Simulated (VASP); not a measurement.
A run of VASP 6.6.1 is set up as follows.

Contents of INCAR:

```
  ALGO = Normal
  EDIFF = 1E-6
  ENCUT = 820
  GGA = PE
  GGA_COMPAT = F
  ISIF = 2
  ISMEAR = 0
  LASPH = T
  LCHARG = F
  LREAL = F
  LWAVE = F
  NBANDS = 20
  NELM = 120
  PREC = Accurate
  SIGMA = 0.02
```

File KPOINTS:

```
k-points
0
Gamma
  10 10 10
```

POSCAR

```
CuF
1.0
   -2.0968950903      2.0968950903      1.8636608124
    2.0968950903     -2.0968950903      1.8636608124
    2.0968950903      2.0968950903     -1.8636608124
Cu F
1 1
Direct
    0.0000000000      0.0000000000      0.0000000000
    0.5000000000      0.5000000000      0.0000000000
```

Potentials or basis: VASP PAW PBE potentials, release 64 (Cu_sv_GW, F).

Run with:

```console
$ cat potpaw_PBE.64/Cu_sv_GW/POTCAR potpaw_PBE.64/F/POTCAR > POTCAR
$ mpirun -np 1 vasp_std > vasp.out
```

Task: Predict the pressure.

Result: -0.4 GPa.

Task: What does it give for the band gap on the k mesh?

Result: 0.66 eV (least direct gap 1.25 eV).

Stress tensor (GPa, compression positive):
```
-0.45  0.00  0.00
 0.00 -0.45  0.00
 0.00  0.00 -0.19
```

Caveat: semilocal functionals underestimate gaps, and a narrow one can read as zero. A k mesh can miss the band edges.
